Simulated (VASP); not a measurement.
## KAlH5: single point with PBE

The system is KAlH5.

```
CELL_PARAMETERS angstrom
-1.83062 3.28146 3.97596
1.83062 -3.28146 3.97596
1.83062 3.28146 -3.97596
ATOMIC_POSITIONS crystal
K 0.00000 0.00000 0.00000
Al 0.50000 0.50000 0.00000
H 0.77164 0.50000 0.27164
H 0.22836 0.50000 0.72836
H 0.28303 0.28303 0.00000
H 0.71697 0.71697 0.00000
H 0.50000 0.00000 0.50000
```

The cell was generated, and may not be a known phase.

| Property | Result |
| --- | --- |
| Program | VASP 6.6.1 |
| Task | single point |
| Functional | PBE |
| Potentials or basis | VASP PAW PBE potentials, release 64 (K_sv, Al, H) |
| Cutoff | 500 eV |
| k mesh | 6 × 6 × 6 |
| Occupations | gaussian, width 0.1 eV |
| Spin | no spin polarisation |
| Dipole correction | no |
| Further INCAR settings | ALGO = Normal; EDIFF = 1e-06; NBANDS = 18 |

```
Pressure               : 0.8 GPa
Largest force          : 0.954 eV/Å
Band gap on the k mesh : zero (an odd number of electrons rules out a gap without spin polarisation)
```

Forces on the atoms (eV/Å):
```
K    0.000  0.000  0.000
Al   0.000  0.000  0.000
H    0.000 -0.954  0.000
H    0.000  0.954  0.000
H    0.000  0.000  0.867
H    0.000  0.000 -0.867
H    0.000  0.000  0.000
```

Stress tensor (GPa, compression positive):
```
 2.74  0.00  0.00
 0.00 -1.56  0.00
 0.00  0.00  1.21
```

Levels at points of the mesh, in eV from the Fermi level:
| k point | band 6 | band 7 | band 8 | band 9 | band 10 | band 11 |
| --- | --- | --- | --- | --- | --- | --- |
| (0.00, 0.00, 0.00) | -1.85 | -1.82 | -0.61 | -0.25 | 4.51 | 5.63 |
| (0.50, 0.00, 0.00) | -3.10 | -2.16 | 0.11 | 0.20 | 5.38 | 5.87 |
| (0.00, 0.50, 0.00) | -3.12 | -2.14 | -1.98 | 0.28 | 5.05 | 5.97 |
| (0.50, 0.50, 0.00) | -3.05 | -1.77 | -1.63 | -0.23 | 4.54 | 4.78 |
| (0.50, 0.50, 0.50) | -2.46 | -2.14 | -1.18 | 0.03 | 5.95 | 6.89 |

Run time: 100 s on 1 thread of Intel(R) Xeon(R) Platinum 8259CL CPU @ 2.50GHz (Skylake/Cascade Lake) (shared host), peak memory 0.28 GiB.

Caveat: an odd number of electrons without spin polarisation forces a metal; a magnetic or distorted state may lie lower.
